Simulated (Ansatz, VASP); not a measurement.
# Re in VASP and in Ansatz

```
CELL_PARAMETERS angstrom
0.00000 0.00000 -4.48734
2.77407 4.80483 0.00000
2.77407 -4.80483 0.00000
ATOMIC_POSITIONS crystal
Re 0.75000 0.16667 0.33333
Re 0.75000 0.16667 0.83333
Re 0.75000 0.66667 0.33333
Re 0.75000 0.66667 0.83333
Re 0.25000 0.33333 0.66667
Re 0.25000 0.33333 0.16667
Re 0.25000 0.83333 0.66667
Re 0.25000 0.83333 0.16667
```

Alike in both runs: functional PBE; k mesh 8 × 12 × 12; occupations gaussian, width 0.1 eV; no spin polarisation.

Ansatz relaxed the structure, and its values are those at the end. VASP's run is a single point on that final structure, the one shown.

|  | VASP | Ansatz |
| --- | --- | --- |
| version | VASP 6.6.1 | Ansatz 0.2.0 |
| potentials or method | VASP PAW PBE potentials, release 64 (Re), cutoff 520 eV | scalar-relativistic, plane waves, PAW |
| valence electrons in the cell | 56 | 120 |

|  | VASP | Ansatz | Ansatz less VASP |
| --- | --- | --- | --- |
| gap on the k mesh at the Fermi level (eV) | none | none | - |
| pressure (GPa) | -0.5 | 0.0 | +0.52 |

A gap of «none» marks a metal or a gap that the smearing closes. With one functional, cell and mesh, what is left measures potentials, basis and numerics. VASP's potentials hold 56 valence electrons a cell and Ansatz's 120, so a difference there can come from the potentials and not from the codes.

Neither program's run includes spin-orbit coupling.
